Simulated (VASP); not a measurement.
Write the native input for VASP 6.6.1 that does the following.

* Task: single point
* Functional: PBE
* Potentials or basis: VASP PAW PBE potentials, release 64 (Sc_sv, In_d, S)
* Cutoff: 520 eV
* k mesh: 4 × 4 × 4
* Occupations: gaussian, width 0.1 eV
* Spin: no spin polarisation
* Dipole correction: no
* Further INCAR settings: ALGO = Normal; EDIFF = 1e-07; NBANDS = 29

The structure of ScInS3 lies in POSCAR:

```
ScInS3
1.0
    4.3554606300      0.0000000000      0.0000000000
    0.0000000000      4.3554606300      0.0000000000
    0.0000000000      0.0000000000      5.8679577200
Sc In S
1 1 3
Direct
    0.5000000000      0.5000000000      0.7217770800
    0.0000000000      0.0000000000      0.0108211200
    0.5000000000      0.0000000000      0.2377544000
    0.0000000000      0.5000000000      0.2377544000
    0.0000000000      0.0000000000      0.5922929600
```

The cell was built from a structure type or drawn by symmetry, and may not be a known phase.

One way to write it, as run:

INCAR

```
SYSTEM = ScInS3
  PREC = Accurate
  ENCUT = 520
  EDIFF = 1E-7
  ISMEAR = 0
  SIGMA = 0.1
  LREAL = .False.
  LASPH = .True.
  NELM = 100
  ALGO = Normal
  ISIF = 2
  LWAVE = .False.
  LCHARG = .False.
  GGA = PE
  NBANDS = 29
```

KPOINTS

```
Automatic mesh
0
Gamma
  4 4 4
  0 0 0
```

Potentials or basis: VASP PAW PBE potentials, release 64 (Sc_sv, In_d, S).

Run with:

```sh
$ cat potpaw_PBE.64/Sc_sv/POTCAR potpaw_PBE.64/In_d/POTCAR potpaw_PBE.64/S/POTCAR > POTCAR
$ mpirun -np 1 vasp_std > vasp.out
```

It gave:

| Property | Result |
| --- | --- |
| Pressure | -0.1 GPa |
| Largest force | 1.869 eV/Å |
| Band gap on the k mesh | zero (bands 21 and 22 overlap by 0.90 eV) |

Caveat: the k points lie up to 0.36 Å⁻¹ apart, too coarse for converged energies and pressures of a metal; spin-orbit coupling is left out, which moves the levels of the heavy elements; forces of over 1 eV/Å act on the atoms, so gaps and moduli don't describe the material at rest.

Wall time 54 s on 1 thread of Intel(R) Xeon(R) Platinum 8259CL CPU @ 2.50GHz (Skylake/Cascade Lake) (shared host), peak memory 0.24 GiB.
